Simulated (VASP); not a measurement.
# Ti (P2_1/m) in VASP: single point with PBEsol

Aim: the single point of Ti with PBEsol.

Program: VASP 6.6.1. These are calculated values, not measurements. Logs are shortened: lines on timing, memory, paths and dates and some standing lists are left out, and cuts for length are marked.

### Step 1. The cell of the first run

Symmetry: P2_1/m, No. 11, monoclinic system. Conventional cell: a = 2.828 Å, b = 4.476 Å, c = 2.828 Å, α = 90.00°, β = 120.00°, γ = 90.00°. Within 3.4 Å of Ti (site symmetry m) lie 12 Ti at 2.57 to 3.03 Å.

### Step 2. Single point, PBEsol (atoms displaced along a vibrational mode, the cell strained)

INCAR

```
SYSTEM = Ti
PREC = Accurate
ENCUT = 520
EDIFF = 1E-6
ISMEAR = 0
SIGMA = 0.15
LREAL = .False.
LASPH = .True.
NELM = 80
ALGO = Fast
ISIF = 2
LWAVE = .False.
LCHARG = .True.
GGA = PS
LELF = .True.
LVHAR = .True.
NBANDS = 19
```

KPOINTS

```
regular mesh
0
Gamma
  18 18 10
  0 0 0
```

POSCAR

```
Ti
1.0
    2.8276831249      0.0000000000      0.0000000000
   -1.4138415624      2.4488454200      0.0000000000
    0.0000000000      0.0000000000      4.4760406454
Ti
2
Direct
    0.2526489037      0.6666666667      0.2500000000
    0.7473510963      0.3333333333      0.7500000000
```

Potentials or basis: VASP PAW PBE potentials, release 64 (Ti_sv).

On the command line:

```
$ cat potpaw_PBE.64/Ti_sv/POTCAR > POTCAR
$ mpirun -np 1 vasp_std > vasp.out
```

OUTCAR:

```text
SYSTEM = Ti
   PREC = Accurate
   ENCUT = 520
   EDIFF = 1E-6
   ISMEAR = 0
   LREAL = .False.
   LASPH = .True.
   NELM = 80
   ISIF = 2
   GGA = PS

 ion  position               nearest neighbor table
   1  0.253  0.667  0.250-   2 2.57   2 2.57   2 2.81   2 2.81
   2  0.747  0.333  0.750-   1 2.57   1 2.57   1 2.81   1 2.81

  LATTYP: Found a hexagonal cell.
 ALAT       =     2.8276831249
 C/A-ratio  =     1.5829357278

  Lattice vectors:

 A1 = (   2.8276831249,   0.0000000000,   0.0000000000)
 A2 = (  -1.4138415624,   2.4488454200,   0.0000000000)
 A3 = (   0.0000000000,   0.0000000000,   4.4760406454)

Analysis of symmetry for initial positions (statically):
=====================================================================
 Subroutine PRICEL returns:
 Original cell was already a primitive cell.

 Routine SETGRP: Setting up the symmetry group for a
 hexagonal supercell.

 Subroutine GETGRP returns: Found  4 space group operations
 (whereof  2 operations were pure point group operations)
 out of a pool of 24 trial point group operations.

The static configuration has the point symmetry S_2 .
 The point group associated with its full space group is C_2h.

Analysis of symmetry for dynamics (positions and initial velocities):
=====================================================================
 Subroutine PRICEL returns:
 Original cell was already a primitive cell.

 Routine SETGRP: Setting up the symmetry group for a
 hexagonal supercell.

 Subroutine GETGRP returns: Found  4 space group operations
 (whereof  2 operations were pure point group operations)
 out of a pool of 24 trial point group operations.

The dynamic configuration has the point symmetry S_2 .
 The point group associated with its full space group is C_2h.

 Subroutine INISYM returns: Found  4 space group operations
 (whereof  2 operations are pure point group operations),
 and found     1 'primitive' translations

----------------------------------------------------------------------------------------

                                     Primitive cell

  volume of cell :      30.9946

  direct lattice vectors                    reciprocal lattice vectors
     2.827683125  0.000000000  0.000000000     0.353646415  0.204177853  0.000000000
    -1.413841562  2.448845420  0.000000000     0.000000000  0.408355706  0.000000000
     0.000000000  0.000000000  4.476040645     0.000000000  0.000000000  0.223411734

  length of vectors
     2.827683125  2.827683125  4.476040645     0.408355706  0.408355706  0.223411734
[... 81 lines left out ...]
   EDIFF  = 0.1E-05   stopping-criterion for ELM
   LREAL  =      F    real-space projection
   EDIFFG = 0.1E-04   stopping-criterion for IOM
   NSW    =      0    number of steps for IOM
   IBRION =     -1    ionic relax: 0-MD 1-quasi-New 2-CG
   NFREE  =      0    steps in history (QN), initial steepest desc. (CG)
   ISIF   =      2    stress and relaxation
   ISYM   =      2    0-nonsym 1-usesym 2-fastsym
   POTIM  = 0.5000    time-step for ionic-motion
   TEBEG  =    0.0;   TEEND  =   0.0 temperature during run
   PSTRESS=    0.0 pullay stress
   NELECT =      24.0000    total number of electrons
   NUPDOWN=      -1.0000    fix difference up-down
   EMIN   =  10.00;   EMAX   =-10.00  energy-range for DOS
   EFERMI =   0.00;   METHOD = LEGACY
   ISMEAR =     0;   SIGMA  =   0.15  broadening in eV -4-tet -1-fermi 0-gaus
   EFERMI_NEDOS =   21; number of points for ismear=-14 and -15
   IALGO  =     68    algorithm
   IMIX   =      4    mixing-type and parameters
     AMIX     =   0.40;   BMIX     =  1.00
     AMIX_MAG =   1.60;   BMIX_MAG =  1.00
  volume/ion in A,a.u.               =      15.50       104.58
  Fermi-wavevector in a.u.,A,eV,Ry     =   1.503315  2.840853 30.748550  2.259955
  Thomas-Fermi vector in A             =   2.614441
   LORBIT       =      0    0 simple, 1 ext, 2 COOP (PROOUT), +10 PAW based schemes
   GGA     = PS    functional components
   LHFCALC =     F    Hartree Fock is set to
   AEXX    =    0.0000 exact exchange contribution
   IVDW    =     0    specifies the selected vdW correction
   LEPSILON=     F    determine dielectric tensor
   LRPA    =     F    only Hartree local field effects (RPA)
 non-spin polarized calculation
 RMM-DIIS sequential band-by-band and
 Gauss-broadening in eV      SIGMA  =   0.15
  energy-cutoff  :      520.00
  volume of cell :       30.99
 maximum number of plane-waves:       847
 NGX is ok and might be reduce to    24
   NGX = 11   NGY = 11   NGZ = 17

 number of electron      24.0000000 magnetization

 Free energy of the ion-electron system (eV)
  ---------------------------------------------------
  ext. energy  EPLUGINS =         0.00000000
  ---------------------------------------------------
  free energy    TOTEN  =       -16.52382420 eV

  energy without entropy =      -16.49559603  energy(sigma->0) =      -16.50971012

 E-fermi :   9.3011     XC(G=0): -12.1834

 val. band max:        9.3001614201   @ k =  -0.2222   0.5000   0.3000
 cond. band min:       9.3016429852   @ k =   0.3889   0.2222   0.2000
 fundamental gap:      0.0014815651
 Fermi energy:         9.3010615467

 k-point     1 :       0.0000    0.0000    0.0000
  band No.  band energies     occupation
      1     -46.9870      2.00000
      2     -46.7311      2.00000
      3     -23.8764      2.00000
      4     -22.9696      2.00000
      5     -22.8481      2.00000
      6     -22.8172      2.00000
[... 505 lines left out ...]
      6     -23.0504      2.00000
[... 11 lines left out ...]
     18      13.4053      0.00000
     19      13.9844      0.00000

 [... further k-points ...]

------------------------ aborting loop because EDIFF is reached ----------------------------------------

  FORCE on cell =-STRESS in cart. coord.  units (eV):
  Direction    XX          YY          ZZ          XY          YZ          ZX
  --------------------------------------------------------------------------------------
  -------------------------------------------------------------------------------------
  Total        1.5918913      1.1353310      1.8958581      0.8253876      0.0000000      0.0000000
  in kB       82.2882544     58.6876828     98.0009465     42.6660443      0.0000000      0.0000000
  external PRESSURE =      79.6589612 kB  Pullay stress =       0.0000000 kB

 VOLUME and BASIS-vectors are now :
 -----------------------------------------------------------------------------
  energy-cutoff  :      520.00
  volume of cell :       30.99
      direct lattice vectors                 reciprocal lattice vectors
     2.827683125  0.000000000  0.000000000     0.353646415  0.204177853  0.000000000
    -1.413841562  2.448845420  0.000000000     0.000000000  0.408355706  0.000000000
     0.000000000  0.000000000  4.476040645     0.000000000  0.000000000  0.223411734

 POSITION                                       TOTAL-FORCE (eV/Angst)
 -----------------------------------------------------------------------------------
     -0.22815      1.63256      1.11901         0.337598      0.006762      0.000000
      1.64199      0.81628      3.35703        -0.337598     -0.006762      0.000000
 -----------------------------------------------------------------------------------
    total drift:                               -0.000000      0.000000     -0.000000

  FREE ENERGIE OF THE ION-ELECTRON SYSTEM (eV)
  ---------------------------------------------------
  free  energy   TOTEN  =       -16.5238242010 eV

  energy  without entropy=      -16.4955960320  energy(sigma->0) =      -16.50971012
```

OSZICAR:

```text
N       E                     dE             d eps       ncg     rms          rms(c)
DAV:   1     0.262249801389E+03    0.26225E+03   -0.12975E+04 37528   0.161E+03
DAV:   2     0.114302235129E+02   -0.25082E+03   -0.24658E+03 38448   0.444E+02
DAV:   3    -0.172524703483E+02   -0.28683E+02   -0.28267E+02 69149   0.124E+02
[... 33 lines left out ...]
RMM:  37    -0.165238209864E+02   -0.11792E-05   -0.15940E-05 33660   0.133E-02    0.124E-02
RMM:  38    -0.165238220281E+02   -0.10417E-05   -0.14128E-05 32936   0.125E-02    0.130E-02
RMM:  39    -0.165238228636E+02   -0.83559E-06   -0.11737E-05 32165   0.117E-02    0.134E-02
RMM:  40    -0.165238235858E+02   -0.72215E-06   -0.10349E-05 31669   0.112E-02    0.138E-02
RMM:  41    -0.165238242010E+02   -0.61518E-06   -0.89882E-06 30878   0.105E-02
   1 F= -.16523824E+02 E0= -.16509710E+02  d E =-.282282E-01
```

stdout:

```text
POSCAR found type information on POSCAR Ti
 POSCAR found :  1 types and       2 ions
 scaLAPACK will be used
 -----------------------------------------------------------------------------
|                                                                             |
|                                                                             |
|     You enforced a specific xc type in the INCAR file but a different       |
[... 54 lines left out ...]
WARNING in EDDRMM: call to ZHEGV failed, returncode =   8  4     19
WARNING in EDDRMM: call to ZHEGV failed, returncode =   6  3     10
WARNING in EDDRMM: call to ZHEGV failed, returncode =   8  4     17
WARNING in EDDRMM: call to ZHEGV failed, returncode =   6  3     16
WARNING in EDDRMM: call to ZHEGV failed, returncode =   8  4     12
WARNING in EDDRMM: call to ZHEGV failed, returncode =   8  4      4
WARNING in EDDRMM: call to ZHEGV failed, returncode =   6  3     10
```

Wall time 11 min (1 thread of Intel Xeon 6975P-C (Granite Rapids), shared host); peak memory 0.55 GiB.

What came out:

```yaml
Free_energy: -16.5238 eV
Pressure: 8.0 GPa
Largest_force: 0.338 eV/Å
Band_gap_on_the_k_mesh: zero (bands 12 and 13 overlap by 1.37 eV)
```

Forces in eV/Å, atoms in the order of the input:
```
Ti   0.338  0.007  0.000
Ti  -0.338 -0.007  0.000
```

Caveat: the cell differs from its parent crystal (atoms displaced along a vibrational mode, the cell strained); the cell stands under pressure; the PAW data sets were made with another functional, which shifts forces and pressure a little.
